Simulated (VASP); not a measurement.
# SrTiO3 (Pm-3m) in VASP: single point with HSE06

Aim: the single point of SrTiO3 with HSE06.

Program: VASP 6.6.1. These are calculated values, not measurements. Logs are shortened: lines on timing, memory, paths and dates and some standing lists are left out, and cuts for length are marked.

## 1. The cell of the first run

It takes space group Pm-3m (No. 221, cubic). The conventional cell has a = 3.936 Å, b = 3.936 Å, c = 3.936 Å, α = 90.00°, β = 90.00°, γ = 90.00°. Within 3.7 Å of Sr (site symmetry m-3m) lie 12 O at 2.78 Å and 8 Ti at 3.41 Å. Within 2.6 Å of Ti (site symmetry m-3m) lie 6 O at 1.97 Å. O (site symmetry 4/mmm) has 2 Ti at 1.97 Å within 2.6 Å.

## 2. Single point, HSE06

POSCAR reads:

```
SrTiO3
1.0
    3.9364226087      0.0000000000      0.0000000000
    0.0000000000      3.9364226087      0.0000000000
    0.0000000000      0.0000000000      3.9364226087
Sr Ti O
1 1 3
Direct
    0.0000000000      0.0000000000      0.0000000000
    0.5000000000      0.5000000000      0.5000000000
    0.5000000000      0.0000000000      0.5000000000
    0.5000000000      0.5000000000      0.0000000000
    0.0000000000      0.5000000000      0.5000000000
```

INCAR.step1 reads:

```
ALGO = Normal
EDIFF = 1E-5
ENCUT = 520
GGA = PE
GGA_COMPAT = False
ISIF = 2
ISMEAR = 0
LASPH = True
LCHARG = False
LREAL = False
LWAVE = True
NBANDS = 28
NELM = 120
PREC = Accurate
SIGMA = 0.01
```

INCAR.step2 reads:

```
ALGO = Normal
EDIFF = 1E-6
ENCUT = 520
GGA = PE
GGA_COMPAT = False
HFSCREEN = 0.2079
ISIF = 2
ISMEAR = 0
ISTART = 1
LASPH = True
LCHARG = False
LHFCALC = True
LREAL = False
LWAVE = False
NBANDS = 28
NELM = 120
PREC = Accurate
PRECFOCK = Normal
SIGMA = 0.01
```

KPOINTS reads:

```
k-points
0
Gamma
  4 4 4
```

Potentials or basis: VASP PAW PBE potentials, release 64 (Sr_sv, Ti_sv, O).

Started as:

```console
> cat potpaw_PBE.64/Sr_sv/POTCAR potpaw_PBE.64/Ti_sv/POTCAR potpaw_PBE.64/O/POTCAR > POTCAR
> cp INCAR.step1 INCAR
> mpirun -np 1 vasp_std > vasp.out
> cp INCAR.step2 INCAR
> mpirun -np 1 vasp_std > vasp.out
```

OUTCAR:

```text
EDIFF = 1E-6
   ENCUT = 520
   GGA = PE
   HFSCREEN = 0.2079
   ISIF = 2
   ISMEAR = 0
   ISTART = 1
   LASPH = True
   LHFCALC = True
   LREAL = False
   NELM = 120
   PREC = Accurate
   PRECFOCK = Normal

 ion  position               nearest neighbor table
   1  0.000  0.000  0.000-   3 2.78   4 2.78   5 2.78   3 2.78   5 2.78   4 2.78   5 2.78   5 2.78
                             3 2.78   4 2.78   3 2.78   4 2.78   2 3.41   2 3.41   2 3.41   2 3.41
   2  0.500  0.500  0.500-   3 1.97   4 1.97   5 1.97   4 1.97   3 1.97   5 1.97   1 3.41   1 3.41
                             1 3.41   1 3.41   1 3.41   1 3.41   1 3.41   1 3.41
   3  0.500  0.000  0.500-   2 1.97   2 1.97   1 2.78   1 2.78   1 2.78   1 2.78
   4  0.500  0.500  0.000-   2 1.97   2 1.97   1 2.78   1 2.78   1 2.78   1 2.78
   5  0.000  0.500  0.500-   2 1.97   2 1.97   1 2.78   1 2.78   1 2.78   1 2.78

  LATTYP: Found a simple cubic cell.
 ALAT       =     3.9364226087

  Lattice vectors:

 A1 = (   3.9364226087,   0.0000000000,   0.0000000000)
 A2 = (   0.0000000000,   3.9364226087,   0.0000000000)
 A3 = (   0.0000000000,   0.0000000000,   3.9364226087)

Analysis of symmetry for initial positions (statically):
=====================================================================
 Subroutine PRICEL returns:
 Original cell was already a primitive cell.

 Routine SETGRP: Setting up the symmetry group for a
 simple cubic supercell.

 Subroutine GETGRP returns: Found 48 space group operations
 (whereof 48 operations were pure point group operations)
 out of a pool of 48 trial point group operations.

The static configuration has the point symmetry O_h .

Analysis of symmetry for dynamics (positions and initial velocities):
=====================================================================
 Subroutine PRICEL returns:
 Original cell was already a primitive cell.

 Routine SETGRP: Setting up the symmetry group for a
 simple cubic supercell.

 Subroutine GETGRP returns: Found 48 space group operations
 (whereof 48 operations were pure point group operations)
 out of a pool of 48 trial point group operations.

The dynamic configuration has the point symmetry O_h .

 Subroutine INISYM returns: Found 48 space group operations
 (whereof 48 operations are pure point group operations),
 and found     1 'primitive' translations

----------------------------------------------------------------------------------------

                                     Primitive cell

  volume of cell :      60.9965

  direct lattice vectors                    reciprocal lattice vectors
     3.936422609  0.000000000  0.000000000     0.254037765  0.000000000  0.000000000
     0.000000000  3.936422609  0.000000000     0.000000000  0.254037765  0.000000000
     0.000000000  0.000000000  3.936422609     0.000000000  0.000000000  0.254037765

  length of vectors
     3.936422609  3.936422609  3.936422609     0.254037765  0.254037765  0.254037765

  position of ions in fractional coordinates (direct lattice)
     0.000000000  0.000000000  0.000000000
     0.500000000  0.500000000  0.500000000
     0.500000000  0.000000000  0.500000000
     0.500000000  0.500000000  0.000000000
     0.000000000  0.500000000  0.500000000

  ion indices of the primitive-cell ions
   primitive index   ion index
                 1           1
                 2           2
                 3           3
                 4           4
                 5           5

----------------------------------------------------------------------------------------

 KPOINTS: k-points

Automatic generation of k-mesh.
 Grid dimensions read from file:
 generate k-points for:    4    4    4

 Generating k-lattice:

  Cartesian coordinates                     Fractional coordinates (reciprocal lattice)
     0.063509441  0.000000000  0.000000000     0.250000000  0.000000000  0.000000000
     0.000000000  0.063509441  0.000000000     0.000000000  0.250000000  0.000000000
     0.000000000  0.000000000  0.063509441     0.000000000  0.000000000  0.250000000

  Length of vectors
     0.063509441  0.063509441  0.063509441

  Shift w.r.t. Gamma in fractional coordinates (k-lattice)
     0.000000000  0.000000000  0.000000000

 Subroutine IBZKPT returns following result:
 ===========================================

 Found     10 irreducible k-points:

 Following reciprocal coordinates:
            Coordinates               Weight
  0.000000  0.000000  0.000000      1.000000
  0.250000  0.000000  0.000000      6.000000
  0.500000  0.000000  0.000000      3.000000
  0.250000  0.250000  0.000000     12.000000
  0.500000  0.250000  0.000000     12.000000
  0.500000  0.500000  0.000000      3.000000
  0.250000  0.250000  0.250000      8.000000
  0.500000  0.250000  0.250000     12.000000
  0.500000  0.500000  0.250000      6.000000
  0.500000  0.500000  0.500000      1.000000
   k-points           NKPTS =     10   k-points in BZ     NKDIM =     64   number of bands    NBANDS=     28
   number of dos      NEDOS =    301   number of ions     NIONS =      5
   total plane-waves  NPLWV =  27000
   dimension x,y,z NGX =    30 NGY =   30 NGZ =   30
   dimension x,y,z NGXF=    60 NGYF=   60 NGZF=   60
   ions per type =               1   1   3
   NGX,Y,Z   is equivalent  to a cutoff of  12.67, 12.67, 12.67 a.u.
   NGXF,Y,Z  is equivalent  to a cutoff of  25.34, 25.34, 25.34 a.u.
 SYSTEM =  unknown system
   PREC   = accura    normal or accurate (medium, high low for compatibility)
   ISTART =      1    job   : 0-new  1-cont  2-samecut
   ICHARG =      0    charge: 1-file 2-atom 10-const
   ISPIN  =      1    spin polarized calculation?
   LNONCOLLINEAR =      F non collinear calculations
   LSORBIT =      F    spin-orbit coupling
   LASPH  =      T    aspherical Exc in radial PAW
   ENCUT  =  520.0 eV  38.22 Ry    6.18 a.u.   7.32  7.32  7.32*2*pi/ulx,y,z
   NELM   =    120;   NELMIN=  2; NELMDL=  0     # of ELM steps
   EDIFF  = 0.1E-05   stopping-criterion for ELM
   LREAL  =      F    real-space projection
   EDIFFG = 0.1E-04   stopping-criterion for IOM
   NSW    =      0    number of steps for IOM
   IBRION =     -1    ionic relax: 0-MD 1-quasi-New 2-CG
   NFREE  =      0    steps in history (QN), initial steepest desc. (CG)
   ISIF   =      2    stress and relaxation
   ISYM   =      3    0-nonsym 1-usesym 2-fastsym
   POTIM  = 0.5000    time-step for ionic-motion
   TEBEG  =    0.0;   TEEND  =   0.0 temperature during run
   PSTRESS=    0.0 pullay stress
   NELECT =      40.0000    total number of electrons
   NUPDOWN=      -1.0000    fix difference up-down
   EMIN   =  10.00;   EMAX   =-10.00  energy-range for DOS
   EFERMI =   0.00;   METHOD = LEGACY
   ISMEAR =     0;   SIGMA  =   0.01  broadening in eV -4-tet -1-fermi 0-gaus
   EFERMI_NEDOS =   21; number of points for ismear=-14 and -15
   IALGO  =     38    algorithm
   IMIX   =      1    mixing-type and parameters
     AMIX     =   0.40;   BMIX     =  1.00
     AMIX_MAG =   1.60;   BMIX_MAG =  1.00
  volume/ion in A,a.u.               =      12.20        82.32
  Fermi-wavevector in a.u.,A,eV,Ry     =   1.422306  2.687769 27.523974  2.022955
  Thomas-Fermi vector in A             =   2.543024
   LORBIT       =      0    0 simple, 1 ext, 2 COOP (PROOUT), +10 PAW based schemes
   GGA     = PE    functional components
   LHFCALC =     T    Hartree Fock is set to
   PRECFOCK=normal    Normal, Fast or Accurate (Low or Medium for compatibility)
   ENCUT4O =  -1.0   cutoff for four orbital integrals eV
   NKREDX  =     1    reduce k-point grid by
   NKREDY  =     1    reduce k-point grid by
   NKREDZ  =     1    reduce k-point grid by
   AEXX    =    0.2500 exact exchange contribution
   HFSCREEN=    0.2079 screening length (either q_TF or 0.3 A-1)
   HFSCREENC=   0.2079 screening length for correlation (either q_TF or 0.3 A-1)
   ENCUTFOCK=  -1.0 apply spherical cutoff to Coloumb kernel
   IVDW    =     0    specifies the selected vdW correction
   LEPSILON=     F    determine dielectric tensor
   LRPA    =     F    only Hartree local field effects (RPA)
 non-spin polarized calculation
 Gauss-broadening in eV      SIGMA  =   0.01
  energy-cutoff  :      520.00
  volume of cell :       61.00
 maximum number of plane-waves:      1671
 NGX is ok and might be reduce to    30
  NGX = 24; NGY = 24; NGZ = 24

 number of electron      39.9999990 magnetization

 Free energy of the ion-electron system (eV)
  ---------------------------------------------------
  ext. energy  EPLUGINS =         0.00000000
  ---------------------------------------------------
  free energy    TOTEN  =       -48.58800387 eV

  energy without entropy =      -48.58800387  energy(sigma->0) =      -48.58800387

 E-fermi :   3.1280     XC(G=0):  -9.1544

 val. band max:        2.9563240346   @ k =   0.5000   0.5000   0.5000
 cond. band min:       6.1847764464   @ k =   0.0000   0.0000   0.0000
 fundamental gap:      3.2284524118
 Fermi energy:         3.1280042343

 k-point     1 :       0.0000    0.0000    0.0000
  band No.  band energies     occupation
      1     -58.0070      2.00000
      2     -32.5712      2.00000
      3     -32.5712      2.00000
      4     -32.5712      2.00000
      5     -31.8078      2.00000
      6     -16.0711      2.00000
[... 20 lines left out ...]
     27       9.9507      0.00000
     28      10.5663      0.00000

 k-point     2 :       0.2500    0.0000    0.0000
  band No.  band energies     occupation
      1     -58.0064      2.00000
      2     -32.6104      2.00000
      3     -32.5691      2.00000
      4     -32.5691      2.00000
      5     -31.7891      2.00000
      6     -16.0760      2.00000
[... 20 lines left out ...]
     27      10.9096      0.00000
     28      12.0001      0.00000

 k-point     3 :       0.5000    0.0000    0.0000
  band No.  band energies     occupation
      1     -58.0058      2.00000
      2     -32.6484      2.00000
      3     -32.5669      2.00000
      4     -32.5669      2.00000
      5     -31.7712      2.00000
      6     -16.1695      2.00000
[... 20 lines left out ...]
     27      12.0091      0.00000
     28      12.6762      0.00000

 k-point     4 :       0.2500    0.2500    0.0000
  band No.  band energies     occupation
      1     -58.0058      2.00000
      2     -32.6082      2.00000
      3     -32.6015      2.00000
      4     -32.5669      2.00000
      5     -31.7788      2.00000
      6     -15.9122      2.00000
[... 20 lines left out ...]
     27      11.8639      0.00000
     28      12.4798      0.00000

 k-point     5 :       0.5000    0.2500    0.0000
  band No.  band energies     occupation
      1     -58.0052      2.00000
      2     -32.6401      2.00000
      3     -32.5994      2.00000
      4     -32.5647      2.00000
      5     -31.7688      2.00000
      6     -15.8502      2.00000
[... 20 lines left out ...]
     27      13.0306      0.00000
     28      13.1071      0.00000

 k-point     6 :       0.5000    0.5000    0.0000
  band No.  band energies     occupation
      1     -58.0046      2.00000
      2     -32.6318      2.00000
      3     -32.6318      2.00000
      4     -32.5626      2.00000
      5     -31.7664      2.00000
      6     -15.3915      2.00000
[... 20 lines left out ...]
     27      12.9618      0.00000
     28      14.2922      0.00000

 k-point     7 :       0.2500    0.2500    0.2500
  band No.  band energies     occupation
      1     -58.0052      2.00000
      2     -32.6045      2.00000
      3     -32.5992      2.00000
      4     -32.5992      2.00000
      5     -31.7709      2.00000
      6     -15.6839      2.00000
[... 20 lines left out ...]
     27      12.1581      0.00000
     28      12.2691      0.00000

 k-point     8 :       0.5000    0.2500    0.2500
  band No.  band energies     occupation
      1     -58.0046      2.00000
      2     -32.6347      2.00000
      3     -32.5973      2.00000
      4     -32.5969      2.00000
      5     -31.7631      2.00000
      6     -15.5284      2.00000
[... 20 lines left out ...]
     27      12.9529      0.00000
     28      13.0149      0.00000

 k-point     9 :       0.5000    0.5000    0.2500
  band No.  band energies     occupation
      1     -58.0040      2.00000
      2     -32.6293      2.00000
      3     -32.6293      2.00000
      4     -32.5948      2.00000
      5     -31.7574      2.00000
      6     -15.0547      2.00000
[... 20 lines left out ...]
     27      12.6577      0.00000
     28      12.9053      0.00000

 k-point    10 :       0.5000    0.5000    0.5000
  band No.  band energies     occupation
      1     -58.0033      2.00000
      2     -32.6269      2.00000
      3     -32.6269      2.00000
      4     -32.6269      2.00000
      5     -31.7485      2.00000
      6     -14.6873      2.00000
[... 20 lines left out ...]
     27      12.9058      0.00000
     28      12.9058      0.00000

------------------------ aborting loop because EDIFF is reached ----------------------------------------

  FORCE on cell =-STRESS in cart. coord.  units (eV):
  Direction    XX          YY          ZZ          XY          YZ          ZX
  --------------------------------------------------------------------------------------
  -------------------------------------------------------------------------------------
  Total       -1.9711892     -1.9711892     -1.9711892      0.0000000      0.0000000      0.0000000
  in kB      -51.7766255    -51.7766255    -51.7766255      0.0000000      0.0000000      0.0000000
  external PRESSURE =     -51.7766255 kB  Pullay stress =       0.0000000 kB

 VOLUME and BASIS-vectors are now :
 -----------------------------------------------------------------------------
  energy-cutoff  :      520.00
  volume of cell :       61.00
      direct lattice vectors                 reciprocal lattice vectors
     3.936422609  0.000000000  0.000000000     0.254037765  0.000000000  0.000000000
     0.000000000  3.936422609  0.000000000     0.000000000  0.254037765  0.000000000
     0.000000000  0.000000000  3.936422609     0.000000000  0.000000000  0.254037765

 POSITION                                       TOTAL-FORCE (eV/Angst)
 -----------------------------------------------------------------------------------
      0.00000      0.00000      0.00000         0.000000      0.000000      0.000000
      1.96821      1.96821      1.96821         0.000000      0.000000      0.000000
      1.96821      0.00000      1.96821         0.000000      0.000000      0.000000
      1.96821      1.96821      0.00000         0.000000      0.000000      0.000000
      0.00000      1.96821      1.96821         0.000000      0.000000      0.000000
 -----------------------------------------------------------------------------------
    total drift:                               -0.000002     -0.000004      0.000005

  FREE ENERGIE OF THE ION-ELECTRON SYSTEM (eV)
  ---------------------------------------------------
  free  energy   TOTEN  =       -48.5880038668 eV

  energy  without entropy=      -48.5880038668  energy(sigma->0) =      -48.58800387
```

Run time: 30 min. Hardware: 1 thread of Intel Xeon 6975P-C (Granite Rapids), shared host; peak memory 0.3 GiB.

Results:

```
Free energy            : -48.5880 eV
Pressure               : -5.2 GPa
Band gap on the k mesh : 3.23 eV (least direct gap 3.62 eV)
```

Levels at points of the mesh, in eV from the valence-band top:
```csv
k point,band 16,band 17,band 18,band 19,band 20,band 21,band 22,band 23,band 24,band 25
"(0.00, 0.00, 0.00)",-1.22,-1.22,-0.39,-0.39,-0.39,3.23,3.23,3.23,5.51,5.51
"(0.50, 0.00, 0.00)",-2.45,-2.45,-2.01,-0.80,-0.80,3.40,5.26,5.26,5.53,7.87
"(0.50, 0.50, 0.00)",-2.94,-1.97,-1.68,-1.68,-0.09,5.28,5.28,5.83,6.55,9.57
"(0.50, 0.50, 0.50)",-3.97,-3.97,0.00,0.00,0.00,6.05,6.05,6.05,8.54,8.54
```

Caveat: the cell stands under tension; the PAW data sets were made with another functional, which shifts forces and pressure a little.
